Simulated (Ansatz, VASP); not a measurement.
# W in VASP and in Ansatz

```
CELL_PARAMETERS angstrom
-1.66119 1.66119 1.72508
1.66119 -1.66119 1.72508
1.66119 1.66119 -1.72508
ATOMIC_POSITIONS crystal
W 0.00000 0.00000 0.00000
```

Change from the starting cell: strain +0.040 along x and y, +0.080 along z, atoms carried along.

Alike in both runs: task single point; functional r2SCAN; k mesh 14 × 14 × 14; occupations gaussian, width 0.15 eV; no spin polarisation.

|  | VASP | Ansatz |
| --- | --- | --- |
| version | VASP 6.6.1 | Ansatz 0.2.0 |
| potentials or method | VASP PAW PBE potentials, release 64 (W_sv), cutoff 520 eV | scalar-relativistic, plane waves, PAW |
| valence electrons in the cell | 14 | 14 |

```csv
,VASP,Ansatz,Ansatz less VASP
gap on the k mesh at the Fermi level (eV),none,none,-
pressure (GPa),-38.7,-39.2,-0.47
"traceless stress, the component that is largest in VASP (GPa)",-5.20,-5.22,-0.015
```

VASP's potentials were made for PBE, not for r2SCAN. A gap of «none» marks a metal or a gap that the smearing closes. Both programs put the cell under strong tension, so it lies far from rest at this level. With one functional, cell and mesh, what is left measures potentials, basis and numerics.

Spin-orbit coupling is off throughout. Noted on VASP's run: the cell as given lies far from equilibrium.
